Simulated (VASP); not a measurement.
# Al2O3 (P-6m2) in VASP: notebook

Runs on Al2O3. Level: PBEsol. Tasks: single point.

Program: VASP 6.6.1. These are calculated values, not measurements. Logs are shortened: lines on timing, memory, paths and dates and some standing lists are left out, and cuts for length are marked.

## (1) The cell of the first run

Symmetry: P-6m2, No. 187, hexagonal system. Conventional cell: a = 2.922 Å, b = 2.922 Å, c = 9.460 Å, α = 90.00°, β = 90.00°, γ = 120.00°. Within 2.4 Å of Al (site symmetry 3m) lie 6 O at 1.82 to 2.20 Å. O (site symmetry 3m) has 3 Al at 1.82 Å within 2.4 Å. O (site symmetry -6m2) has 6 Al at 2.20 Å and 12 O at 2.70 to 2.92 Å within 3.0 Å.

## (2) Single point, PBEsol (13.99 Å³/atom)

INCAR

```
ALGO = Normal
EDIFF = 1E-7
ENCUT = 520
GGA = PS
ISIF = 2
ISMEAR = -1
LASPH = True
LCHARG = True
LELF = True
LREAL = False
LVHAR = True
LWAVE = False
NBANDS = 20
NELM = 100
PREC = Accurate
SIGMA = 0.05
```

KPOINTS

```
k-points
0
Gamma
  11 11 3
```

POSCAR

```
Al2O3
1.0
    2.9222809450      0.0000000000      0.0000000000
   -1.4611404726      2.5307695354      0.0000000000
    0.0000000000      0.0000000000      9.4596205823
Al O
2 3
Direct
    0.0000000000      0.0000000000      0.8500076700
    0.0000000000      0.0000000000      0.1499923300
    0.3333333333      0.6666666667      0.7776830800
    0.6666666667      0.3333333333      0.0000000000
    0.3333333333      0.6666666667      0.2223169200
```

Potentials or basis: VASP PAW PBE potentials, release 64 (Al, O).

The run is started by

```console
$ cat potpaw_PBE.64/Al/POTCAR potpaw_PBE.64/O/POTCAR > POTCAR
$ mpirun -np 1 vasp_std > vasp.out
```

OUTCAR:

```text
EDIFF = 1E-7
   ENCUT = 520
   GGA = PS
   ISIF = 2
   ISMEAR = -1
   LASPH = True
   LREAL = False
   NELM = 100
   PREC = Accurate

 ion  position               nearest neighbor table
   1  0.000  0.000  0.850-   3 1.82   3 1.82   3 1.82   4 2.20   4 2.20   4 2.20   2 2.84
   2  0.000  0.000  0.150-   5 1.82   5 1.82   5 1.82   4 2.20   4 2.20   4 2.20   1 2.84
   3  0.333  0.667  0.778-   1 1.82   1 1.82   1 1.82
   4  0.667  0.333  0.000-   1 2.20   2 2.20   1 2.20   2 2.20   1 2.20   2 2.20
   5  0.333  0.667  0.222-   2 1.82   2 1.82   2 1.82

  LATTYP: Found a hexagonal cell.
 ALAT       =     2.9222809450
 C/A-ratio  =     3.2370674690

  Lattice vectors:

 A1 = (   2.9222809450,   0.0000000000,   0.0000000000)
 A2 = (  -1.4611404726,   2.5307695354,   0.0000000000)
 A3 = (   0.0000000000,   0.0000000000,   9.4596205823)

Analysis of symmetry for initial positions (statically):
=====================================================================
 Subroutine PRICEL returns:
 Original cell was already a primitive cell.

 Routine SETGRP: Setting up the symmetry group for a
 hexagonal supercell.

 Subroutine GETGRP returns: Found 12 space group operations
 (whereof 12 operations were pure point group operations)
 out of a pool of 24 trial point group operations.

The static configuration has the point symmetry D_3h.

Analysis of symmetry for dynamics (positions and initial velocities):
=====================================================================
 Subroutine PRICEL returns:
 Original cell was already a primitive cell.

 Routine SETGRP: Setting up the symmetry group for a
 hexagonal supercell.

 Subroutine GETGRP returns: Found 12 space group operations
 (whereof 12 operations were pure point group operations)
 out of a pool of 24 trial point group operations.

The dynamic configuration has the point symmetry D_3h.

 Subroutine INISYM returns: Found 12 space group operations
 (whereof 12 operations are pure point group operations),
 and found     1 'primitive' translations

----------------------------------------------------------------------------------------

                                     Primitive cell

  volume of cell :      69.9598

  direct lattice vectors                    reciprocal lattice vectors
     2.922280945  0.000000000  0.000000000     0.342198447  0.197568365  0.000000000
    -1.461140473  2.530769535  0.000000000     0.000000000  0.395136731  0.000000000
     0.000000000  0.000000000  9.459620582     0.000000000  0.000000000  0.105712485

  length of vectors
     2.922280945  2.922280945  9.459620582     0.395136731  0.395136731  0.105712485

  position of ions in fractional coordinates (direct lattice)
     0.000000000  0.000000000  0.850007670
     0.000000000  0.000000000  0.149992330
     0.333333333  0.666666667  0.777683080
     0.666666667  0.333333333  0.000000000
     0.333333333  0.666666667  0.222316920

  ion indices of the primitive-cell ions
   primitive index   ion index
                 1           1
                 2           2
                 3           3
                 4           4
                 5           5

----------------------------------------------------------------------------------------

 KPOINTS: k-points

Automatic generation of k-mesh.
 Grid dimensions read from file:
 generate k-points for:   11   11    3

 Generating k-lattice:

  Cartesian coordinates                     Fractional coordinates (reciprocal lattice)
     0.031108950  0.017960760  0.000000000     0.090909091  0.000000000  0.000000000
     0.000000000  0.035921521  0.000000000     0.000000000  0.090909091  0.000000000
     0.000000000  0.000000000  0.035237495     0.000000000  0.000000000  0.333333333

  Length of vectors
     0.035921521  0.035921521  0.035237495

  Shift w.r.t. Gamma in fractional coordinates (k-lattice)
     0.000000000  0.000000000  0.000000000

 Subroutine IBZKPT returns following result:
 ===========================================

 Found     32 irreducible k-points:

 Following reciprocal coordinates:
            Coordinates               Weight
  0.000000  0.000000  0.000000      1.000000
  0.090909  0.000000  0.000000      6.000000
  0.181818  0.000000  0.000000      6.000000
  0.272727 -0.000000  0.000000      6.000000
  0.363636 -0.000000  0.000000      6.000000
  0.454545 -0.000000  0.000000      6.000000
[... 16 lines left out ...]
  0.090909  0.090909  0.333333     12.000000
  0.181818  0.090909  0.333333     24.000000
 [... further k-points ...]
   k-points           NKPTS =     32   k-points in BZ     NKDIM =     32   number of bands    NBANDS=     20
   number of dos      NEDOS =    301   number of ions     NIONS =      5
   total plane-waves  NPLWV =  40320
   dimension x,y,z NGX =    24 NGY =   24 NGZ =   70
   dimension x,y,z NGXF=    48 NGYF=   48 NGZF=  140
   ions per type =               2   3
   NGX,Y,Z   is equivalent  to a cutoff of  13.65, 13.65, 12.30 a.u.
   NGXF,Y,Z  is equivalent  to a cutoff of  27.31, 27.31, 24.60 a.u.
 SYSTEM =  unknown system
   PREC   = accura    normal or accurate (medium, high low for compatibility)
   ISTART =      0    job   : 0-new  1-cont  2-samecut
   ICHARG =      2    charge: 1-file 2-atom 10-const
   ISPIN  =      1    spin polarized calculation?
   LNONCOLLINEAR =      F non collinear calculations
   LSORBIT =      F    spin-orbit coupling
   LASPH  =      T    aspherical Exc in radial PAW
   ENCUT  =  520.0 eV  38.22 Ry    6.18 a.u.   5.43  5.43 17.59*2*pi/ulx,y,z
   NELM   =    100;   NELMIN=  2; NELMDL= -5     # of ELM steps
   EDIFF  = 0.1E-06   stopping-criterion for ELM
   LREAL  =      F    real-space projection
   EDIFFG = 0.1E-05   stopping-criterion for IOM
   NSW    =      0    number of steps for IOM
   IBRION =     -1    ionic relax: 0-MD 1-quasi-New 2-CG
   NFREE  =      0    steps in history (QN), initial steepest desc. (CG)
   ISIF   =      2    stress and relaxation
   ISYM   =      2    0-nonsym 1-usesym 2-fastsym
   POTIM  = 0.5000    time-step for ionic-motion
   TEBEG  =    0.0;   TEEND  =   0.0 temperature during run
   PSTRESS=    0.0 pullay stress
   NELECT =      24.0000    total number of electrons
   NUPDOWN=      -1.0000    fix difference up-down
   EMIN   =  10.00;   EMAX   =-10.00  energy-range for DOS
   EFERMI =   0.00;   METHOD = LEGACY
   ISMEAR =    -1;   SIGMA  =   0.05  broadening in eV -4-tet -1-fermi 0-gaus
   EFERMI_NEDOS =   21; number of points for ismear=-14 and -15
   IALGO  =     38    algorithm
   IMIX   =      4    mixing-type and parameters
     AMIX     =   0.40;   BMIX     =  1.00
     AMIX_MAG =   1.60;   BMIX_MAG =  1.00
  volume/ion in A,a.u.               =      13.99        94.42
  Fermi-wavevector in a.u.,A,eV,Ry     =   1.146030  2.165682 17.869671  1.313384
  Thomas-Fermi vector in A             =   2.282716
   LORBIT       =      0    0 simple, 1 ext, 2 COOP (PROOUT), +10 PAW based schemes
   GGA     = PS    functional components
   LHFCALC =     F    Hartree Fock is set to
   AEXX    =    0.0000 exact exchange contribution
   IVDW    =     0    specifies the selected vdW correction
   LEPSILON=     F    determine dielectric tensor
   LRPA    =     F    only Hartree local field effects (RPA)
 non-spin polarized calculation
  energy-cutoff  :      520.00
  volume of cell :       69.96
 maximum number of plane-waves:      1919
 NGX is ok and might be reduce to    24
   NGX = 11   NGY = 11   NGZ = 35

 number of electron      23.9999986 magnetization

 Free energy of the ion-electron system (eV)
  ---------------------------------------------------
  ext. energy  EPLUGINS =         0.00000000
  ---------------------------------------------------
  free energy    TOTEN  =       -38.04469396 eV

  energy without entropy =      -38.04469396  energy(sigma->0) =      -38.04469396

 E-fermi :   1.7656     XC(G=0):  -8.4656

 val. band max:        0.5527894859   @ k =   0.0909   0.0909   0.0000
 cond. band min:       4.9578021431   @ k =   0.0000   0.0000   0.0000
 fundamental gap:      4.4050126572
 Fermi energy:         1.7655516331

 k-point     1 :       0.0000    0.0000    0.0000
  band No.  band energies     occupation
      1     -17.8325      2.00000
      2     -16.9062      2.00000
      3     -15.7457      2.00000
      4      -4.2959      2.00000
      5      -1.5424      2.00000
      6      -0.8931      2.00000
[... 12 lines left out ...]
     19      14.9206      0.00000
     20      14.9233      0.00000

 k-point     2 :       0.0909    0.0000    0.0000
  band No.  band energies     occupation
      1     -17.7367      2.00000
      2     -16.8344      2.00000
      3     -15.7107      2.00000
      4      -4.2404      2.00000
      5      -1.7666      2.00000
      6      -1.1547      2.00000
[... 12 lines left out ...]
     19      14.0917      0.00000
     20      15.0868      0.00000

 k-point     3 :       0.1818    0.0000    0.0000
  band No.  band energies     occupation
      1     -17.4619      2.00000
      2     -16.6349      2.00000
      3     -15.6218      2.00000
      4      -4.1486      2.00000
      5      -2.5743      2.00000
      6      -1.8412      2.00000
[... 12 lines left out ...]
     19      13.3462      0.00000
     20      14.1820      0.00000

 k-point     4 :       0.2727   -0.0000    0.0000
  band No.  band energies     occupation
      1     -17.0515      2.00000
      2     -16.3562      2.00000
      3     -15.5264      2.00000
      4      -4.2872      2.00000
      5      -3.6759      2.00000
      6      -2.6485      2.00000
[... 429 lines left out ...]
 k-point    23 :       0.0909    0.0909    0.3333
  band No.  band energies     occupation
      1     -17.5512      2.00000
      2     -16.6988      2.00000
      3     -15.6483      2.00000
      4      -4.1653      2.00000
      5      -2.2285      2.00000
      6      -1.7477      2.00000
[... 12 lines left out ...]
     19      13.3405      0.00000
     20      14.2473      0.00000

 k-point    24 :       0.1818    0.0909    0.3333
  band No.  band energies     occupation
      1     -17.2077      2.00000
      2     -16.4589      2.00000
      3     -15.5552      2.00000
      4      -4.1715      2.00000
      5      -3.1241      2.00000
      6      -2.5323      2.00000
[... 12 lines left out ...]
     19      12.8218      0.00000
     20      13.8360      0.00000

 [... further k-points ...]

------------------------ aborting loop because EDIFF is reached ----------------------------------------

  FORCE on cell =-STRESS in cart. coord.  units (eV):
  Direction    XX          YY          ZZ          XY          YZ          ZX
  --------------------------------------------------------------------------------------
  -------------------------------------------------------------------------------------
  Total       -3.8740001     -3.8740001     -2.3752475      0.0000000      0.0000000      0.0000000
  in kB      -88.7200803    -88.7200803    -54.3965257      0.0000000      0.0000000      0.0000000
  external PRESSURE =     -77.2788954 kB  Pullay stress =       0.0000000 kB

 VOLUME and BASIS-vectors are now :
 -----------------------------------------------------------------------------
  energy-cutoff  :      520.00
  volume of cell :       69.96
      direct lattice vectors                 reciprocal lattice vectors
     2.922280945  0.000000000  0.000000000     0.342198447  0.197568365  0.000000000
    -1.461140473  2.530769535  0.000000000     0.000000000  0.395136731  0.000000000
     0.000000000  0.000000000  9.459620582     0.000000000  0.000000000  0.105712485

 POSITION                                       TOTAL-FORCE (eV/Angst)
 -----------------------------------------------------------------------------------
      0.00000      0.00000      8.04075        -0.000000     -0.000000     -0.030608
      0.00000      0.00000      1.41887        -0.000000     -0.000000      0.030608
     -0.00000      1.68718      7.35659         0.000000     -0.000000      0.567403
      1.46114      0.84359      0.00000        -0.000000     -0.000000      0.000000
     -0.00000      1.68718      2.10303         0.000000      0.000000     -0.567403
 -----------------------------------------------------------------------------------
    total drift:                                0.000000     -0.000000      0.000000

  FREE ENERGIE OF THE ION-ELECTRON SYSTEM (eV)
  ---------------------------------------------------
  free  energy   TOTEN  =       -38.0446939573 eV

  energy  without entropy=      -38.0446939573  energy(sigma->0) =      -38.04469396
```

It took 60 s on 1 thread of Intel Xeon 8259CL, shared host; peak memory 0.2 GiB.

Results:

| Item | Value |
| --- | --- |
| Free energy | -38.0447 eV |
| Pressure | -7.7 GPa |
| Largest force | 0.567 eV/Å |
| Band gap on the k mesh | 4.41 eV (least direct gap 4.63 eV) |

Forces on the atoms (eV/Å):
```
Al   0.000  0.000 -0.031
Al   0.000  0.000  0.031
O    0.000  0.000  0.567
O    0.000  0.000  0.000
O    0.000  0.000 -0.567
```

Stress tensor (GPa, compression positive):
```
-8.87  0.00  0.00
 0.00 -8.87  0.00
 0.00  0.00 -5.44
```

Levels at points of the mesh, in eV from the valence-band top:
| k point | band 9 | band 10 | band 11 | band 12 | band 13 | band 14 | band 15 | band 16 |
| --- | --- | --- | --- | --- | --- | --- | --- | --- |
| (0.00, 0.00, 0.00) | -1.25 | -0.50 | -0.50 | -0.22 | 4.40 | 7.21 | 7.33 | 9.00 |

Caveat: the cell stands under tension; the PAW data sets were made with another functional, which shifts forces and pressure a little; an odd mesh through Γ misses points on the zone boundary, where band edges can lie.

## (3) Single point, PBEsol (14.26 Å³/atom)

This run uses another cell than the first one, of 14.26 Å³/atom.

INCAR

```
  PREC = Accurate
  ENCUT = 520
  EDIFF = 1E-6
  ISMEAR = -1
  SIGMA = 0.05
  LREAL = False
  LASPH = True
  NELM = 100
  ALGO = Normal
  ISIF = 2
  LWAVE = False
  LCHARG = True
  GGA = PS
  LELF = True
  LVHAR = True
  NBANDS = 20
```

KPOINTS

```
Automatic mesh
0
Gamma
  11 11 3
```

Edit POSCAR of step 2 so:

```diff
@@ -2,5 +2,5 @@
 1.0
-    2.9222809450      0.0000000000      0.0000000000
-   -1.4611404726      2.5307695354      0.0000000000
-    0.0000000000      0.0000000000      9.4596205823
+    2.9408947013      0.0000000000      0.0000000000
+   -1.4704473507      2.5468895212      0.0000000000
+    0.0000000000      0.0000000000      9.5198745672
 Al O
```

Potentials or basis: VASP PAW PBE potentials, release 64 (Al, O).

The run is started by

```console
$ cat potpaw_PBE.64/Al/POTCAR potpaw_PBE.64/O/POTCAR > POTCAR
$ mpirun -np 1 vasp_std > vasp.out
```

It took 66 s on 1 thread of Intel Xeon 8259CL, shared host; peak memory 0.2 GiB.

It converged, with:

```
Free energy            : -37.9720 eV
Pressure               : -9.9 GPa
Largest force          : 0.755 eV/Å
Band gap on the k mesh : 4.25 eV (least direct gap 4.46 eV)
```

Forces in eV/Å, atoms in the order of the input:
```
Al   0.000  0.000 -0.080
Al   0.000  0.000  0.080
O    0.000  0.000  0.755
O    0.000  0.000  0.000
O    0.000  0.000 -0.755
```

Stress tensor (GPa, compression positive):
```
-11.37   0.00   0.00
  0.00 -11.37   0.00
  0.00   0.00  -6.83
```

Levels at points of the mesh, in eV from the valence-band top:
```tsv
k point	band 10	band 11	band 12	band 13	band 14	band 15
(0.00, 0.00, 0.00)	-0.48	-0.48	-0.21	4.25	7.12	7.13
```

Caveat: the cell stands under tension; the PAW data sets were made with another functional, which shifts forces and pressure a little; an odd mesh through Γ misses points on the zone boundary, where band edges can lie.
